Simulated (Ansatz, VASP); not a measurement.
**Two plane-wave programs on TiC**

File INCAR:

```
ALGO     = Normal         # electronic algorithm
EDIFF    = 1E-6           # SCF threshold, eV
ENCUT    = 520            # plane-wave cutoff, eV
GGA      = PE             # functional
ISIF     = 2              # what is computed and relaxed
ISMEAR   = 0              # smearing method
LASPH    = True           # aspherical terms in the spheres
LCHARG   = False          # write CHGCAR
LREAL    = False          # projectors in reciprocal space
LWAVE    = False          # write WAVECAR
NBANDS   = 15             # bands
NELM     = 100            # most SCF steps
PREC     = Accurate       # precision mode
SIGMA    = 0.1            # smearing width, eV
```

File KPOINTS:

```
k-points
0
Gamma
  14 14 14
```

The input POSCAR:

```
TiC
1.0
    0.0066867600      2.1804896800      2.1838438800
    2.1940146800      0.0110796800      2.1794509600
    2.2057652000      2.1878472800     -0.0006708400
Ti C
1 1
Direct
   -0.0061598891      0.0006146026      0.0110951941
    0.5061598891      0.4993853974      0.4889048059
```

Input for Ansatz:

```yaml
crystal:
  lattice:
    - [0.00668676, 2.18048968, 2.18384388]
    - [2.19401468, 0.01107968, 2.17945096]
    - [2.2057652, 2.18784728, -0.00067084]
  atoms:
    - { symbol: Ti, position: [-0.0061598891, 0.0006146026, 0.0110951941] }
    - { symbol: C, position: [0.5061598891, 0.4993853974, 0.4889048059] }
basis:
  ecutwfc: 420
kpoints:
  mp_grid: { grid: [14, 14, 14] }
hamiltonian:
  xc: pbe
scf:
  occupations: { method: gaussian, width: 0.1 }
output:
  forces: true
  stress: true
  eigenvalues: true
```

Change from the starting cell: all atoms moved at random, cell strained at random.

Alike in both runs: task single point; functional PBE; k mesh 14 × 14 × 14; occupations gaussian, width 0.1 eV; no spin polarisation.

|  | VASP | Ansatz |
| --- | --- | --- |
| version | VASP 6.6.1 | Ansatz 0.2.0 |
| potentials or method | VASP PAW PBE potentials, release 64 (Ti_sv, C), cutoff 520 eV | scalar-relativistic, plane waves, PAW |
| valence electrons in the cell | 16 | 16 |

|  | VASP | Ansatz | Ansatz less VASP |
| --- | --- | --- | --- |
| gap on the k mesh at the Fermi level (eV) | none | none | - |
| pressure (GPa) | -5.7 | -5.9 | -0.20 |
| traceless stress, the component that is largest in VASP (GPa) | -1.59 | -1.59 | -0.005 |
| rms of the force components (eV/Å) | 0.282 | 0.281 | -0.0014 |

Atom by atom the forces differ by 0.001 eV/Å (rms over components). A gap of «none» marks a metal or a gap that the smearing closes.
